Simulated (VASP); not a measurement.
The system is Ir.

```
CELL_PARAMETERS angstrom
2.75138 0.00000 0.00000
-1.37569 2.38276 0.00000
0.00000 0.00000 4.46229
ATOMIC_POSITIONS crystal
Ir 0.66667 0.33333 0.75000
Ir 0.33333 0.66667 0.25000
```

- Program: VASP 6.6.1
- Task: relaxation of cell and atoms
- Functional: LDA
- Potentials or basis: VASP PAW LDA potentials, release 64 (Ir)
- Cutoff: 600 eV
- k mesh: 18 × 18 × 10
- Occupations: gaussian, width 0.1 eV
- Spin: no spin polarisation

At the start: pressure -15.9 GPa; volume 14.63 Å³/atom.

Q: Where does the relaxation end?

A: Over 5 steps the energy falls by 33.1 meV/atom and the volume is 13.99 Å³/atom (-4.4 %); space group P6_3/mmc (No. 194, to 0.05 Å).

The path:
| step | energy change (eV) | largest force (eV/Å) | pressure (GPa) | volume (Å³) |
| --- | --- | --- | --- | --- |
| 1 | 0.0000 | 0.0000 | -15.91 | 29.25 |
| 2 | 1.1882 | 0.0000 | 107.04 | 23.53 |
| 3 | -0.0658 | 0.0000 | -1.37 | 28.08 |
| 4 | -0.0661 | 0.0000 | -0.35 | 28.00 |
| 5 | -0.0662 | 0.0000 | 0.00 | 27.98 |

Final structure:
```
Ir
1.0
     2.71131    0.00000    0.00000
    -1.35565    2.34806    0.00000
     0.00000    0.00000    4.39502
Ir
2
Cartesian
  1.3557 0.7827 3.2963
  0.0000 1.5654 1.0988
```
